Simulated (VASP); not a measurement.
# Zr3Si2F (P6/mmm) in VASP: further runs

Zr3Si2F is run at these levels: PBE; tasks: relaxation of cell and atoms, single point.

Program: VASP 6.6.1. These are calculated values, not measurements. Logs are shortened: lines on timing, memory, paths and dates and some standing lists are left out, and cuts for length are marked.

### 1 The cell of the first run

Symmetry: P6/mmm, No. 191, hexagonal system. Conventional cell: a = 5.024 Å, b = 5.024 Å, c = 4.644 Å, α = 90.00°, β = 90.00°, γ = 120.00°. Zr (site symmetry mmm) has 4 Zr at 2.51 Å and 2 F at 2.51 Å and 4 Si at 2.86 Å within 3.3 Å. Si (site symmetry 6mm) has 1 F at 1.37 Å within 1.8 Å. F (site symmetry 6/mmm) has 2 Si at 1.37 Å within 1.8 Å.

The cell was built from a structure type or drawn by symmetry, and may not be a known phase.

### 2 Relaxation of cell and atoms, PBE

INCAR

```
PREC = Accurate ; ENCUT = 600
EDIFF = 1E-6 ; ISMEAR = 0
SIGMA = 0.1 ; LREAL = F
LASPH = T ; NELM = 80
ALGO = Normal ; ISIF = 3
LWAVE = F ; LCHARG = F
GGA = PE ; IBRION = 2
NSW = 90 ; EDIFFG = -0.04
```

KPOINTS

```
regular mesh
0
Gamma
  6 6 4
```

POSCAR

```
Zr3Si2F
1.0
    5.0239201000      0.0000000000      0.0000000000
   -2.5119600500      4.3508424300      0.0000000000
    0.0000000000      0.0000000000      4.6443380300
Zr Si F
3 2 1
Direct
    0.5000000000      0.0000000000      0.5000000000
    0.0000000000      0.5000000000      0.5000000000
    0.5000000000      0.5000000000      0.5000000000
    0.0000000000      0.0000000000      0.7954001700
    0.0000000000      0.0000000000      0.2045998300
    0.0000000000      0.0000000000      0.5000000000
```

Potentials or basis: VASP PAW PBE potentials, release 64 (Zr_sv, Si, F).

The run is started by

```console
> cat potpaw_PBE.64/Zr_sv/POTCAR potpaw_PBE.64/Si/POTCAR potpaw_PBE.64/F/POTCAR > POTCAR
> mpirun -np 1 vasp_std > vasp.out
```

OUTCAR:

```text
PREC = Accurate
   ENCUT = 600
   EDIFF = 1E-6
   ISMEAR = 0
   LREAL = F
   LASPH = T
   NELM = 80
   ISIF = 3
   GGA = PE
   IBRION = 2
   NSW = 90
   EDIFFG = -0.04

 ion  position               nearest neighbor table
   1  0.500  0.000  0.500-   2 2.51   3 2.51   3 2.51   2 2.51   6 2.51   6 2.51   4 2.86   5 2.86
                             4 2.86   5 2.86
   2  0.000  0.500  0.500-   1 2.51   6 2.51   6 2.51   1 2.51   3 2.51   3 2.51   5 2.86   5 2.86
                             4 2.86   4 2.86
   3  0.500  0.500  0.500-   1 2.51   6 2.51   1 2.51   6 2.51   2 2.51   2 2.51   4 2.86   4 2.86
                             5 2.86   5 2.86
   4  0.000  0.000  0.795-   6 1.37   5 1.90   5 2.74   3 2.86   2 2.86   2 2.86   3 2.86   1 2.86
                             1 2.86
   5  0.000  0.000  0.205-   6 1.37   4 1.90   4 2.74   2 2.86   3 2.86   2 2.86   3 2.86   1 2.86
                             1 2.86
   6  0.000  0.000  0.500-   4 1.37   5 1.37   2 2.51   3 2.51   2 2.51   3 2.51   1 2.51   1 2.51

  LATTYP: Found a hexagonal cell.
 ALAT       =     5.0239201000
 C/A-ratio  =     0.9244450424

  Lattice vectors:

 A1 = (   5.0239201000,   0.0000000000,   0.0000000000)
 A2 = (  -2.5119600500,   4.3508424300,   0.0000000000)
 A3 = (   0.0000000000,   0.0000000000,   4.6443380300)

Analysis of symmetry for initial positions (statically):
=====================================================================
 Subroutine PRICEL returns:
 Original cell was already a primitive cell.

 Routine SETGRP: Setting up the symmetry group for a
 hexagonal supercell.

 Subroutine GETGRP returns: Found 24 space group operations
 (whereof 24 operations were pure point group operations)
 out of a pool of 24 trial point group operations.

The static configuration has the point symmetry D_6h.

Analysis of symmetry for dynamics (positions and initial velocities):
=====================================================================
 Subroutine PRICEL returns:
 Original cell was already a primitive cell.

 Routine SETGRP: Setting up the symmetry group for a
 hexagonal supercell.

 Subroutine GETGRP returns: Found 24 space group operations
 (whereof 24 operations were pure point group operations)
 out of a pool of 24 trial point group operations.

The dynamic configuration has the point symmetry D_6h.

 Subroutine INISYM returns: Found 24 space group operations
 (whereof 24 operations are pure point group operations),
 and found     1 'primitive' translations

----------------------------------------------------------------------------------------

                                     Primitive cell

  volume of cell :     101.5173

  direct lattice vectors                    reciprocal lattice vectors
[... 76 lines left out ...]
   dimension x,y,z NGX =    40 NGY =   40 NGZ =   40
   dimension x,y,z NGXF=    80 NGYF=   80 NGZF=   80
   ions per type =               3   2   1
   NGX,Y,Z   is equivalent  to a cutoff of  13.24, 13.24, 14.32 a.u.
   NGXF,Y,Z  is equivalent  to a cutoff of  26.47, 26.47, 28.64 a.u.
 SYSTEM =  unknown system
   PREC   = accura    normal or accurate (medium, high low for compatibility)
   ISTART =      0    job   : 0-new  1-cont  2-samecut
   ICHARG =      2    charge: 1-file 2-atom 10-const
   ISPIN  =      1    spin polarized calculation?
   LNONCOLLINEAR =      F non collinear calculations
   LSORBIT =      F    spin-orbit coupling
   LASPH  =      T    aspherical Exc in radial PAW
   ENCUT  =  600.0 eV  44.10 Ry    6.64 a.u.  10.03 10.03  9.28*2*pi/ulx,y,z
   NELM   =     80;   NELMIN=  2; NELMDL= -5     # of ELM steps
   EDIFF  = 0.1E-05   stopping-criterion for ELM
   LREAL  =      F    real-space projection
   EDIFFG = -.4E-01   stopping-criterion for IOM
   NSW    =     90    number of steps for IOM
   IBRION =      2    ionic relax: 0-MD 1-quasi-New 2-CG
   NFREE  =      1    steps in history (QN), initial steepest desc. (CG)
   ISIF   =      3    stress and relaxation
   ISYM   =      2    0-nonsym 1-usesym 2-fastsym
   POTIM  = 0.5000    time-step for ionic-motion
   TEBEG  =    0.0;   TEEND  =   0.0 temperature during run
   PSTRESS=    0.0 pullay stress
   NELECT =      51.0000    total number of electrons
   NUPDOWN=      -1.0000    fix difference up-down
   EMIN   =  10.00;   EMAX   =-10.00  energy-range for DOS
   EFERMI =   0.00;   METHOD = LEGACY
   ISMEAR =     0;   SIGMA  =   0.10  broadening in eV -4-tet -1-fermi 0-gaus
   EFERMI_NEDOS =   21; number of points for ismear=-14 and -15
   IALGO  =     38    algorithm
   IMIX   =      4    mixing-type and parameters
     AMIX     =   0.40;   BMIX     =  1.00
     AMIX_MAG =   1.60;   BMIX_MAG =  1.00
  volume/ion in A,a.u.               =      16.92       114.18
  Fermi-wavevector in a.u.,A,eV,Ry     =   1.301422  2.459332 23.044189  1.693700
  Thomas-Fermi vector in A             =   2.432557
   LORBIT       =      0    0 simple, 1 ext, 2 COOP (PROOUT), +10 PAW based schemes
   GGA     = PE    functional components
   LHFCALC =     F    Hartree Fock is set to
   AEXX    =    0.0000 exact exchange contribution
   IVDW    =     0    specifies the selected vdW correction
   LEPSILON=     F    determine dielectric tensor
   LRPA    =     F    only Hartree local field effects (RPA)
 conjugate gradient relaxation of ions
 non-spin polarized calculation
 Gauss-broadening in eV      SIGMA  =   0.10
  energy-cutoff  :      600.00
  volume of cell :      101.52
 maximum number of plane-waves:      3416
   NGX = 21   NGY = 21   NGZ = 19

--------------------------------------- Ionic step        1  -------------------------------------------

 number of electron      51.0000010 magnetization

 Free energy of the ion-electron system (eV)
  ---------------------------------------------------
  ext. energy  EPLUGINS =         0.00000000
  ---------------------------------------------------
  free energy    TOTEN  =       -21.91663045 eV

  energy without entropy =      -21.90142299  energy(sigma->0) =      -21.90902672

 E-fermi :   9.2529     XC(G=0): -10.8082

 val. band max:        9.2365068752   @ k =   0.3333   0.3333   0.0000
 cond. band min:       9.2882171512   @ k =   0.3333   0.3333   0.2500
 fundamental gap:      0.0517102760
 Fermi energy:         9.2528847693
[... 1507 lines left out ...]
     29       4.2907      0.00000
     30       4.2907      0.00000

[... ionic steps 4 to 20 ...]

--------------------------------------- Ionic step       21  -------------------------------------------

 number of electron      51.0000031 magnetization

------------------------ aborting loop because EDIFF is reached ----------------------------------------
[... 75 lines left out ...]
--------------------------------------- Ionic step       23  -------------------------------------------

 number of electron      51.0000031 magnetization

 Free energy of the ion-electron system (eV)
  ---------------------------------------------------
  ext. energy  EPLUGINS =         0.00000000
  ---------------------------------------------------
  free energy    TOTEN  =       -33.83320599 eV

  energy without entropy =      -33.79819927  energy(sigma->0) =      -33.81570263

 E-fermi :   4.2591     XC(G=0):  -8.7398

 val. band max:        4.2541129031   @ k =   0.3333   0.1667   0.2500
 cond. band min:       4.2801671284   @ k =   0.3333   0.0000   0.5000
 fundamental gap:      0.0260542254
 Fermi energy:         4.2591451471
[... 724 lines left out ...]
  FREE ENERGIE OF THE ION-ELECTRON SYSTEM (eV)
  ---------------------------------------------------
  free  energy   TOTEN  =       -33.8332059860 eV

  energy  without entropy=      -33.7981992741  energy(sigma->0) =      -33.81570263

 reached required accuracy - stopping structural energy minimisation
```

OSZICAR:

```text
N       E                     dE             d eps       ncg     rms          rms(c)
DAV:   1     0.570046308479E+03    0.57005E+03   -0.29203E+04  1260   0.183E+03
[... 289 lines left out ...]
DAV:   2    -0.338341529578E+02    0.29190E-02   -0.24707E-02  1568   0.623E-01    0.148E-01
DAV:   3    -0.338332552084E+02    0.89775E-03   -0.49361E-03  1514   0.243E-01    0.650E-02
DAV:   4    -0.338331883493E+02    0.66859E-04   -0.36240E-04  1606   0.111E-01    0.245E-02
DAV:   5    -0.338331981551E+02   -0.98058E-05   -0.55950E-05  1858   0.338E-02    0.147E-02
DAV:   6    -0.338332026538E+02   -0.44987E-05   -0.68049E-06  1498   0.146E-02    0.760E-03
DAV:   7    -0.338332055794E+02   -0.29256E-05   -0.29754E-06  1212   0.121E-02    0.254E-03
DAV:   8    -0.338332059860E+02   -0.40657E-06   -0.45718E-07   750   0.449E-03
  23 F= -.33833206E+02 E0= -.33815703E+02  d E =-.365192E-02
```

CONTCAR:

```text
Zr3Si2F
   1.00000000000000
     5.4781089320007590   -0.0000000000000000    0.0000000000000000
    -2.7390544660003795    4.7441814958260116   -0.0000000000000000
     0.0000000000000000   -0.0000000000000000    6.2035955099812856
  Zr              Si              F
     3     2     1
Direct
     0.5000000000000000    0.0000000000000000    0.5000000000000000
     0.0000000000000000    0.5000000000000000    0.5000000000000000
     0.5000000000000000    0.5000000000000000    0.5000000000000000
     0.0000000000000000    0.0000000000000000    0.8138458110531879
     0.0000000000000000    0.0000000000000000    0.1861541889468119
     0.0000000000000000    0.0000000000000000    0.5000000000000000

  0.00000000E+00  0.00000000E+00  0.00000000E+00
  0.00000000E+00  0.00000000E+00  0.00000000E+00
  0.00000000E+00  0.00000000E+00  0.00000000E+00
  0.00000000E+00  0.00000000E+00  0.00000000E+00
  0.00000000E+00  0.00000000E+00  0.00000000E+00
  0.00000000E+00  0.00000000E+00  0.00000000E+00
```

Run time: 16 min. Hardware: 1 thread of Intel Xeon 6975P-C (Granite Rapids), shared host; peak memory 0.3 GiB.

What came out:

```yaml
Free_energy: -33.8332 eV
Relaxed_volume: 26.87 Å³/atom
Relaxed_cell: a = 5.478 Å, b = 5.478 Å, c = 6.204 Å, α = 90.00°, β = 90.00°, γ = 120.00°
Space_group_after_relaxing_to_0.1_Å: P6/mmm (No. 191)
Pressure_after_relaxing: 0.0 GPa
Largest_force_after_relaxing: 0.035 eV/Å
Band_gap_on_the_k_mesh: zero (an odd number of electrons rules out a gap without spin polarisation)
```

Forces in eV/Å, atoms in the order of the input:
```
Zr   0.000  0.000  0.000
Zr   0.000  0.000  0.000
Zr   0.000  0.000  0.000
Si   0.000  0.000 -0.035
Si   0.000  0.000  0.035
F    0.000  0.000  0.000
```

Final structure:
```xyz
6
Lattice="5.4781 0.0000 0.0000 -2.7391 4.7442 0.0000 0.0000 0.0000 6.2036" Properties=species:S:1:pos:R:3 pbc="T T T"
Zr    2.7391    0.0000    3.1018
Zr   -1.3695    2.3721    3.1018
Zr    1.3695    2.3721    3.1018
Si    0.0000    0.0000    5.0488
Si    0.0000    0.0000    1.1548
F     0.0000    0.0000    3.1018
```

Caveat: the volume moved by over 15 % at a fixed basis, so the end points are rough; an odd number of electrons without spin polarisation forces a metal; a magnetic or distorted state may lie lower.

(Part 1 of 2 ends here.)
